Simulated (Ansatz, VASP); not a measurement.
# One calculation of Sb, two programs

```
CELL_PARAMETERS angstrom
3.05866 0.00000 0.00000
0.00000 4.25877 0.00000
-0.03812 0.00000 4.31591
ATOMIC_POSITIONS crystal
Sb 0.01139 0.25000 0.24117
Sb 0.98861 0.75000 0.75883
```

Change from the starting cell: volume scaled by 0.94.

Alike in both runs: task single point; functional PBEsol; k mesh 9 × 6 × 6; occupations fermi-dirac, width 0.05 eV; no spin polarisation.

|  | VASP | Ansatz |
| --- | --- | --- |
| version | VASP 6.6.1 | Ansatz 0.2.0 |
| potentials or method | VASP PAW PBE potentials, release 64 (Sb), cutoff 520 eV | all-electron LAPW, scalar-relativistic |

VASP gave:

```
gap on the k mesh at the Fermi level (eV)                     : none
pressure (GPa)                                                : 1.6
traceless stress, the component that is largest in VASP (GPa) : 0.20
rms of the force components (eV/Å)                            : 0.088
```

**Question.** What did Ansatz give for the same quantities?

**Answer.** gap on the k mesh at the Fermi level (eV): none; pressure (GPa): 1.4; traceless stress, the component that is largest in VASP (GPa): 0.19; rms of the force components (eV/Å): 0.081.

VASP's potentials were made for PBE, not for PBEsol. Atom by atom the forces differ by 0.008 eV/Å (rms over components). A gap of «none» marks a metal or a gap that the smearing closes. Ansatz ran all-electron here, and VASP with PAW potentials.

Spin-orbit coupling is off throughout.
